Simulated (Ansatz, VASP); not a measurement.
AlGaN2 in VASP and in Ansatz

File POSCAR:

```
AlGaN2
1.0
    3.1408770487      0.0000000000      0.0000000000
    0.0000000000      3.1408770487      0.0000000000
    0.0000000000      0.0000000000      4.4238379400
Al Ga N
1 1 2
Direct
    0.5000000000      0.5000000000      0.5000000000
    0.0000000000      0.0000000000      0.0000000000
    0.5000000000      0.0000000000      0.7382648100
    0.0000000000      0.5000000000      0.2617351900
```

File INCAR.step1:

```
PREC     = Accurate       # precision mode
ENCUT    = 910            # plane-wave cutoff, eV
ISMEAR   = 0              # smearing method
SIGMA    = 0.1            # smearing width, eV
LREAL    = False          # projectors in reciprocal space
LASPH    = True           # aspherical terms in the spheres
NELM     = 120            # most SCF steps
NBANDS   = 21             # bands
GGA      = PE             # functional
ALGO     = Normal         # electronic algorithm
EDIFF    = 1E-5           # SCF threshold, eV
LWAVE    = True           # write WAVECAR
LCHARG   = False          # write CHGCAR
GGA_COMPAT= False
```

INCAR.step2

```
PREC     = Accurate       # precision mode
ENCUT    = 910            # plane-wave cutoff, eV
EDIFF    = 1E-6           # SCF threshold, eV
ISMEAR   = 0              # smearing method
SIGMA    = 0.1            # smearing width, eV
LREAL    = False          # projectors in reciprocal space
LASPH    = True           # aspherical terms in the spheres
NELM     = 120            # most SCF steps
ALGO     = Normal         # electronic algorithm
ISIF     = 2              # what is computed and relaxed
LWAVE    = False          # write WAVECAR
LCHARG   = False          # write CHGCAR
METAGGA  = R2SCAN         # meta-GGA
LMIXTAU  = True         
NBANDS   = 21             # bands
ISTART   = 1            
GGA_COMPAT= False
```

The input KPOINTS:

```
regular mesh
0
Gamma
  6 6 4
```

Input for Ansatz:

```yaml
crystal:
  lattice:
    - [3.1408770487, 0.0, 0.0]
    - [0.0, 3.1408770487, 0.0]
    - [0.0, 0.0, 4.42383794]
  atoms:
    - { symbol: Al, position: [0.5, 0.5, 0.5] }
    - { symbol: Ga, position: [0.0, 0.0, 0.0] }
    - { symbol: "N", position: [0.5, 0.0, 0.73826481] }
    - { symbol: "N", position: [0.0, 0.5, 0.26173519] }
basis:
  ecutwfc: 500
kpoints:
  mp_grid: { grid: [6, 6, 4] }
hamiltonian:
  xc: r2scan
scf:
  occupations: { method: gaussian, width: 0.1 }
output:
  forces: true
  stress: true
  eigenvalues: true
```

Alike in both runs: task single point; functional r2SCAN; k mesh 6 × 6 × 4; occupations gaussian, width 0.1 eV; no spin polarisation.

```csv
,VASP,Ansatz
version,VASP 6.6.1,Ansatz 0.2.0
potentials or method,"VASP PAW PBE potentials, release 64 (Al, Ga_d, N_h), cutoff 910 eV","scalar-relativistic, plane waves, PAW"
valence electrons in the cell,26,26
```

Ansatz gave:

- gap on the k mesh at the Fermi level (eV): 3.35
- least direct gap on the mesh (eV): 3.35
- rms of the force components (eV/Å): 0.038

Task: Estimate VASP's values.

Result: gap on the k mesh at the Fermi level (eV): 3.36; least direct gap on the mesh (eV): 3.36; rms of the force components (eV/Å): 0.001.

VASP's potentials were made for PBE, not for r2SCAN. Atom by atom the forces differ by 0.037 eV/Å (rms over components).

Noted on VASP's run: the cutoff is short for stress, so the pressure is rough.
